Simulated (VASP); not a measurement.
# Co (P6/mmm) in VASP: a series of runs

Runs on Co. Level: RPBE. Tasks: single point.

All numbers are computed with VASP 6.6.1; they aren't measurements. Logs are shortened: lines on timing, memory, paths and dates and some standing lists are left out, and cuts for length are marked.

### 1 The cell of the first run

Symmetry: P6/mmm, No. 191, hexagonal system. Conventional cell: a = 3.941 Å, b = 3.941 Å, c = 2.417 Å, α = 90.00°, β = 90.00°, γ = 120.00°. Co (site symmetry 6/mmm) has 14 Co at 2.42 to 2.58 Å within 3.2 Å. Co (site symmetry -6m2) has 11 Co at 2.28 to 2.58 Å within 3.0 Å.

### 2 Single point, RPBE

The input, INCAR:

```
PREC     = Accurate       # precision mode
ENCUT    = 520            # plane-wave cutoff, eV
EDIFF    = 1E-7           # SCF threshold, eV
ISMEAR   = -1             # smearing method
SIGMA    = 0.1            # smearing width, eV
LREAL    = F              # projectors in reciprocal space
LASPH    = T              # aspherical terms in the spheres
NELM     = 60             # most SCF steps
ALGO     = Normal         # electronic algorithm
ISIF     = 2              # what is computed and relaxed
LWAVE    = F              # write WAVECAR
LCHARG   = F              # write CHGCAR
GGA      = RP             # functional
NBANDS   = 20             # bands
```

The input, KPOINTS:

```
regular mesh
0
Gamma
  9 9 13
```

The input, POSCAR:

```
Co
1.0
    3.9408576060      0.0000000000      0.0000000000
   -1.9704288030      3.4128827994      0.0000000000
    0.0000000000      0.0000000000      2.4167129758
Co
3
Direct
    0.0000000000      0.0000000000      0.0000000000
    0.3333333333      0.6666666667      0.5000000000
    0.6666666667      0.3333333333      0.5000000000
```

Potentials or basis: VASP PAW PBE potentials, release 64 (Co).

Run with:

```sh
> cat potpaw_PBE.64/Co/POTCAR > POTCAR
> mpirun -np 1 vasp_std > vasp.out
```

OUTCAR:

```text
PREC = Accurate
   ENCUT = 520
   EDIFF = 1E-7
   ISMEAR = -1
   LREAL = F
   LASPH = T
   NELM = 60
   ISIF = 2
   GGA = RP

 ion  position               nearest neighbor table
   1  0.000  0.000  0.000-   2 2.58   3 2.58   2 2.58   3 2.58   2 2.58   2 2.58   3 2.58   3 2.58
                             3 2.58   3 2.58   2 2.58   2 2.58
   2  0.333  0.667  0.500-   3 2.28   3 2.28   3 2.28   1 2.58   1 2.58   1 2.58   1 2.58   1 2.58
                             1 2.58
   3  0.667  0.333  0.500-   2 2.28   2 2.28   2 2.28   1 2.58   1 2.58   1 2.58   1 2.58   1 2.58
                             1 2.58

  LATTYP: Found a hexagonal cell.
 ALAT       =     3.9408576060
 C/A-ratio  =     0.6132454449

  Lattice vectors:

 A1 = (   3.9408576060,   0.0000000000,   0.0000000000)
 A2 = (  -1.9704288030,   3.4128827994,   0.0000000000)
 A3 = (   0.0000000000,   0.0000000000,   2.4167129758)

Analysis of symmetry for initial positions (statically):
=====================================================================
 Subroutine PRICEL returns:
 Original cell was already a primitive cell.

 Routine SETGRP: Setting up the symmetry group for a
 hexagonal supercell.

 Subroutine GETGRP returns: Found 24 space group operations
 (whereof 24 operations were pure point group operations)
 out of a pool of 24 trial point group operations.

The static configuration has the point symmetry D_6h.

Analysis of symmetry for dynamics (positions and initial velocities):
=====================================================================
 Subroutine PRICEL returns:
 Original cell was already a primitive cell.

 Routine SETGRP: Setting up the symmetry group for a
 hexagonal supercell.

 Subroutine GETGRP returns: Found 24 space group operations
 (whereof 24 operations were pure point group operations)
 out of a pool of 24 trial point group operations.

The dynamic configuration has the point symmetry D_6h.

 Subroutine INISYM returns: Found 24 space group operations
 (whereof 24 operations are pure point group operations),
 and found     1 'primitive' translations

----------------------------------------------------------------------------------------

                                     Primitive cell

  volume of cell :      32.5040

  direct lattice vectors                    reciprocal lattice vectors
     3.940857606  0.000000000  0.000000000     0.253751873  0.146503712  0.000000000
    -1.970428803  3.412882799  0.000000000     0.000000000  0.293007425  0.000000000
     0.000000000  0.000000000  2.416712976     0.000000000  0.000000000  0.413785174

  length of vectors
     3.940857606  3.940857606  2.416712976     0.293007425  0.293007425  0.413785174

  position of ions in fractional coordinates (direct lattice)
     0.000000000  0.000000000  0.000000000
     0.333333333  0.666666667  0.500000000
     0.666666667  0.333333333  0.500000000

  ion indices of the primitive-cell ions
   primitive index   ion index
                 1           1
                 2           2
                 3           3

----------------------------------------------------------------------------------------

 KPOINTS: regular mesh

Automatic generation of k-mesh.
 Grid dimensions read from file:
 generate k-points for:    9    9   13

 Generating k-lattice:

  Cartesian coordinates                     Fractional coordinates (reciprocal lattice)
     0.028194653  0.016278190  0.000000000     0.111111111  0.000000000  0.000000000
     0.000000000  0.032556381  0.000000000     0.000000000  0.111111111  0.000000000
     0.000000000  0.000000000  0.031829629     0.000000000  0.000000000  0.076923077

  Length of vectors
     0.032556381  0.032556381  0.031829629

  Shift w.r.t. Gamma in fractional coordinates (k-lattice)
     0.000000000  0.000000000  0.000000000

 Subroutine IBZKPT returns following result:
 ===========================================

 Found     84 irreducible k-points:

 Following reciprocal coordinates:
            Coordinates               Weight
  0.000000  0.000000  0.000000      1.000000
  0.111111  0.000000  0.000000      6.000000
  0.222222  0.000000  0.000000      6.000000
  0.333333  0.000000  0.000000      6.000000
  0.444444  0.000000  0.000000      6.000000
  0.111111  0.111111  0.000000      6.000000
[... 16 lines left out ...]
  0.333333  0.222222  0.076923     24.000000
  0.333333  0.333333  0.076923      4.000000
 [... further k-points ...]
   k-points           NKPTS =     84   k-points in BZ     NKDIM =     84   number of bands    NBANDS=     20
   number of dos      NEDOS =    301   number of ions     NIONS =      3
   total plane-waves  NPLWV =  16200
   dimension x,y,z NGX =    30 NGY =   30 NGZ =   18
   dimension x,y,z NGXF=    60 NGYF=   60 NGZF=   36
   ions per type =               3
   NGX,Y,Z   is equivalent  to a cutoff of  12.66, 12.66, 12.38 a.u.
   NGXF,Y,Z  is equivalent  to a cutoff of  25.31, 25.31, 24.76 a.u.
 SYSTEM =  unknown system
   PREC   = accura    normal or accurate (medium, high low for compatibility)
   ISTART =      0    job   : 0-new  1-cont  2-samecut
   ICHARG =      2    charge: 1-file 2-atom 10-const
   ISPIN  =      1    spin polarized calculation?
   LNONCOLLINEAR =      F non collinear calculations
   LSORBIT =      F    spin-orbit coupling
   LASPH  =      T    aspherical Exc in radial PAW
   ENCUT  =  520.0 eV  38.22 Ry    6.18 a.u.   7.33  7.33  4.49*2*pi/ulx,y,z
   NELM   =     60;   NELMIN=  2; NELMDL= -5     # of ELM steps
   EDIFF  = 0.1E-06   stopping-criterion for ELM
   LREAL  =      F    real-space projection
   EDIFFG = 0.1E-05   stopping-criterion for IOM
   NSW    =      0    number of steps for IOM
   IBRION =     -1    ionic relax: 0-MD 1-quasi-New 2-CG
   NFREE  =      0    steps in history (QN), initial steepest desc. (CG)
   ISIF   =      2    stress and relaxation
   ISYM   =      2    0-nonsym 1-usesym 2-fastsym
   POTIM  = 0.5000    time-step for ionic-motion
   TEBEG  =    0.0;   TEEND  =   0.0 temperature during run
   PSTRESS=    0.0 pullay stress
   NELECT =      27.0000    total number of electrons
   NUPDOWN=      -1.0000    fix difference up-down
   EMIN   =  10.00;   EMAX   =-10.00  energy-range for DOS
   EFERMI =   0.00;   METHOD = LEGACY
   ISMEAR =    -1;   SIGMA  =   0.10  broadening in eV -4-tet -1-fermi 0-gaus
   EFERMI_NEDOS =   21; number of points for ismear=-14 and -15
   IALGO  =     38    algorithm
   IMIX   =      4    mixing-type and parameters
     AMIX     =   0.40;   BMIX     =  1.00
     AMIX_MAG =   1.60;   BMIX_MAG =  1.00
  volume/ion in A,a.u.               =      10.83        73.12
  Fermi-wavevector in a.u.,A,eV,Ry     =   1.538923  2.908144 32.222480  2.368285
  Thomas-Fermi vector in A             =   2.645224
   LORBIT       =      0    0 simple, 1 ext, 2 COOP (PROOUT), +10 PAW based schemes
   GGA     = RP    functional components
   LHFCALC =     F    Hartree Fock is set to
   AEXX    =    0.0000 exact exchange contribution
   IVDW    =     0    specifies the selected vdW correction
   LEPSILON=     F    determine dielectric tensor
   LRPA    =     F    only Hartree local field effects (RPA)
 non-spin polarized calculation
  energy-cutoff  :      520.00
  volume of cell :       32.50
 maximum number of plane-waves:       911
 NGX is ok and might be reduce to    30
   NGX = 15   NGY = 15   NGZ =  9

 number of electron      27.0000013 magnetization

 Free energy of the ion-electron system (eV)
  ---------------------------------------------------
  ext. energy  EPLUGINS =         0.00000000
  ---------------------------------------------------
  free energy    TOTEN  =       -18.51636976 eV

  energy without entropy =      -18.20559900  energy(sigma->0) =      -18.36098438

 E-fermi :  10.3032     XC(G=0): -13.3075

 val. band max:       10.3015066211   @ k =   0.3333   0.0000   0.2308
 cond. band min:      10.3041553385   @ k =   0.1111   0.1111   0.2308
 fundamental gap:      0.0026487173
 Fermi energy:        10.3031605192

 k-point     1 :       0.0000    0.0000    0.0000
  band No.  band energies     occupation
      1       1.5024      2.00000
      2       6.3174      2.00000
      3       7.5340      2.00000
      4       7.5340      2.00000
      5       7.5516      2.00000
      6       7.5516      2.00000
[... 12 lines left out ...]
     19      17.1867      0.00000
     20      17.1867      0.00000

 k-point     2 :       0.1111    0.0000    0.0000
  band No.  band energies     occupation
      1       1.6766      2.00000
      2       6.3302      2.00000
      3       7.1158      2.00000
      4       7.3234      2.00000
      5       7.5505      2.00000
      6       7.9339      2.00000
[... 12 lines left out ...]
     19      18.0097      0.00000
     20      19.0156      0.00000

 k-point     3 :       0.2222    0.0000    0.0000
  band No.  band energies     occupation
      1       2.1874      2.00000
      2       6.2251      2.00000
      3       6.7340      2.00000
      4       7.2179      2.00000
      5       7.2587      2.00000
      6       8.0342      2.00000
[... 12 lines left out ...]
     19      17.9087      0.00000
     20      20.9953      0.00000

 k-point     4 :       0.3333    0.0000    0.0000
  band No.  band energies     occupation
      1       2.9959      2.00000
      2       5.8675      2.00000
      3       6.2243      2.00000
      4       7.1529      2.00000
      5       7.3134      2.00000
      6       7.8960      2.00000
[... 429 lines left out ...]
 k-point    23 :       0.3333    0.2222    0.0769
  band No.  band energies     occupation
      1       4.4719      2.00000
      2       5.3083      2.00000
      3       5.7246      2.00000
      4       7.5191      2.00000
      5       7.6472      2.00000
      6       7.8195      2.00000
[... 12 lines left out ...]
     19      20.3502      0.00000
     20      22.7426      0.00000

 k-point    24 :       0.3333    0.3333    0.0769
  band No.  band energies     occupation
      1       4.9635      2.00000
      2       5.3287      2.00000
      3       5.3287      2.00000
      4       7.6518      2.00000
      5       7.6518      2.00000
      6       7.8492      2.00000
[... 12 lines left out ...]
     19      22.5508      0.00000
     20      22.6842      0.00000

 [... further k-points ...]

------------------------ aborting loop because EDIFF is reached ----------------------------------------

  FORCE on cell =-STRESS in cart. coord.  units (eV):
  Direction    XX          YY          ZZ          XY          YZ          ZX
  --------------------------------------------------------------------------------------
  -------------------------------------------------------------------------------------
  Total       -0.0867859     -0.0867859     -0.1060626      0.0000000      0.0000000     -0.0000000
  in kB       -4.2778196     -4.2778196     -5.2280005      0.0000000      0.0000000     -0.0000000
  external PRESSURE =      -4.5945466 kB  Pullay stress =       0.0000000 kB

 VOLUME and BASIS-vectors are now :
 -----------------------------------------------------------------------------
  energy-cutoff  :      520.00
  volume of cell :       32.50
      direct lattice vectors                 reciprocal lattice vectors
     3.940857606  0.000000000  0.000000000     0.253751873  0.146503712  0.000000000
    -1.970428803  3.412882799  0.000000000     0.000000000  0.293007425  0.000000000
     0.000000000  0.000000000  2.416712976     0.000000000  0.000000000  0.413785174

 POSITION                                       TOTAL-FORCE (eV/Angst)
 -----------------------------------------------------------------------------------
      0.00000      0.00000      0.00000        -0.000000      0.000000      0.000000
     -0.00000      2.27526      1.20836         0.000000      0.000000      0.000000
      1.97043      1.13763      1.20836        -0.000000     -0.000000      0.000000
 -----------------------------------------------------------------------------------
    total drift:                               -0.000000      0.000000      0.000000

  FREE ENERGIE OF THE ION-ELECTRON SYSTEM (eV)
  ---------------------------------------------------
  free  energy   TOTEN  =       -18.5163697594 eV

  energy  without entropy=      -18.2055989965  energy(sigma->0) =      -18.36098438
```

It took 26 s on 1 thread of Intel Xeon 6975P-C (Granite Rapids), shared host; peak memory 0.16 GiB.

Results:

| Quantity | Value |
| --- | --- |
| Free energy | -18.5164 eV |
| Pressure | -0.5 GPa |

Stress tensor (GPa, compression positive):
```
-0.43  0.00  0.00
 0.00 -0.43  0.00
 0.00  0.00 -0.52
```

Levels at points of the mesh, in eV from the Fermi level:
| k point | band 12 | band 13 | band 14 | band 15 | band 16 | band 17 |
| --- | --- | --- | --- | --- | --- | --- |
| (0.00, 0.00, 0.00) | -0.92 | -0.89 | -0.89 | 0.42 | 0.42 | 6.86 |

Caveat: the PAW data sets were made with another functional, which shifts forces and pressure a little; the run has no spin polarisation, though such a crystal can be magnetic. Spin polarisation is off, so any magnetic state and its effect on volume and gap are missing.

### 3 Single point, RPBE (volume scaled by 0.88)

Changes to INCAR since step 2:

```diff
@@ -2,3 +2,3 @@
 ENCUT    = 520            # plane-wave cutoff, eV
-EDIFF    = 1E-7           # SCF threshold, eV
+EDIFF    = 1E-6           # SCF threshold, eV
 ISMEAR   = -1             # smearing method
@@ -7,3 +7,3 @@
 LASPH    = T              # aspherical terms in the spheres
-NELM     = 60             # most SCF steps
+NELM     = 80             # most SCF steps
 ALGO     = Normal         # electronic algorithm
```

The input, KPOINTS:

```
Automatic mesh
0
Gamma
  12 12 17
```

The input, POSCAR:

```
Co
1.0
    3.7764606774      0.0000000000      0.0000000000
   -1.8882303387      3.2705108830      0.0000000000
    0.0000000000      0.0000000000      2.3158973082
Co
3
Direct
    0.0000000000      0.0000000000      0.0000000000
    0.3333333333      0.6666666667      0.5000000000
    0.6666666667      0.3333333333      0.5000000000
```

Potentials or basis: VASP PAW PBE potentials, release 64 (Co).

Run with:

```sh
> cat potpaw_PBE.64/Co/POTCAR > POTCAR
> mpirun -np 1 vasp_std > vasp.out
```

Wall time 37 s (1 thread of Intel Xeon 6975P-C (Granite Rapids), shared host); peak memory 0.19 GiB.

Results (log left out):

```
Free energy : -18.1303 eV
Pressure    : 36.7 GPa
```

Stress tensor (GPa, compression positive):
```
37.33  0.00  0.00
 0.00 37.33  0.00
 0.00  0.00 35.31
```

Levels at points of the mesh, in eV from the Fermi level:
| k point | band 10 | band 11 | band 12 | band 13 | band 14 | band 15 | band 16 | band 17 | band 18 | band 19 |
| --- | --- | --- | --- | --- | --- | --- | --- | --- | --- | --- |
| (0.00, 0.00, 0.00) | -1.77 | -1.12 | -1.12 | -1.09 | -1.09 | 0.51 | 0.51 | 7.61 | 7.61 | 7.63 |
| (0.50, 0.00, 0.00) | -0.98 | -0.96 | -0.19 | 0.06 | 0.08 | 0.12 | 0.24 | 0.25 | 0.54 | 8.57 |

Caveat: the PAW data sets were made with another functional, which shifts forces and pressure a little; the run has no spin polarisation, though such a crystal can be magnetic.

(Continued in part 2 of 2.)
